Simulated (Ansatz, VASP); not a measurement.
# Two plane-wave programs on HfN

```
Hf N
1.0
     0.00000    2.45482    2.45482
     2.45482    0.00000    2.45482
     2.45482    2.45482    0.00000
Hf N
1 1
Direct
  0.00000 0.00000 0.00000
  0.25000 0.25000 0.25000
```

Alike in both runs: task relaxation of cell and atoms; functional BLYP; k mesh 9 × 9 × 9; occupations fermi-dirac, width 0.05 eV; no spin polarisation.

|  | VASP | Ansatz |
| --- | --- | --- |
| version | VASP 6.6.1 | Ansatz 0.2.0 |
| potentials or method | VASP PAW PBE potentials, release 64 (Hf_pv, N) | Ansatz PAW |
| plane-wave cutoff (eV) | 600 | 420 |
| valence electrons in the cell | 15 | 31 |

|  | VASP | Ansatz | Ansatz less VASP |
| --- | --- | --- | --- |
| gap on the k mesh at the Fermi level, each at its own relaxed structure (eV) | none | none | - |
| relaxed volume (Å³/atom) | 15.23 | 15.28 | +0.050 |
| relaxed cell length with the largest relative difference (Å) | 3.505 | 3.509 | +0.0038 |

VASP's potentials were made for PBE, not for BLYP. A gap of «none» marks a metal or a gap that the smearing closes. VASP's potentials hold 15 valence electrons a cell and Ansatz's 31, so a difference there can come from the potentials and not from the codes.

Spin-orbit coupling is off throughout. Noted on Ansatz's run: the plane-wave basis is chosen anew once the cell has moved, so the energies of steps on either side of that aren't comparable.
